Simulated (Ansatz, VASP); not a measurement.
## One calculation of HfC, two programs

```
CELL_PARAMETERS angstrom
-0.02325 2.31338 2.31338
2.31338 -0.02325 2.31338
2.31338 2.31338 -0.02325
ATOMIC_POSITIONS crystal
Hf 0.50000 0.50000 0.50000
C 0.00000 0.00000 0.00000
```

Change from the starting cell: equal xy, yz and zx shear strains of -1 %, PAW files.

Alike in both runs: task electric field gradients; functional PBE; k mesh 15 × 15 × 15; occupations fermi-dirac, width 0.05 eV; no spin polarisation.

```csv
,VASP,Ansatz
version,VASP 6.6.1,Ansatz 0.2.0
potentials or method,"VASP PAW PBE potentials, release 64 (Hf_pv, C)","PAW with Ansatz's default frozen-core files, scalar-relativistic"
plane-wave cutoff (eV),520,420
valence electrons in the cell,14,30
```

|  | VASP | Ansatz | Ansatz less VASP |
| --- | --- | --- | --- |
| pressure (GPa) | -0.4 | 0.2 | +0.65 |
| traceless stress, the component that is largest in VASP (GPa) | 1.64 | 1.64 | -0.003 |
| size of Vzz on the site where it differs most (V/Å²) | 2.7 | 3.7 | +1.00 |

The functional is the same, so the differences come from potentials, cutoffs and numerics. VASP's potentials hold 14 valence electrons a cell and Ansatz's 30, so a difference there can come from the potentials and not from the codes.

Neither program's run includes spin-orbit coupling.
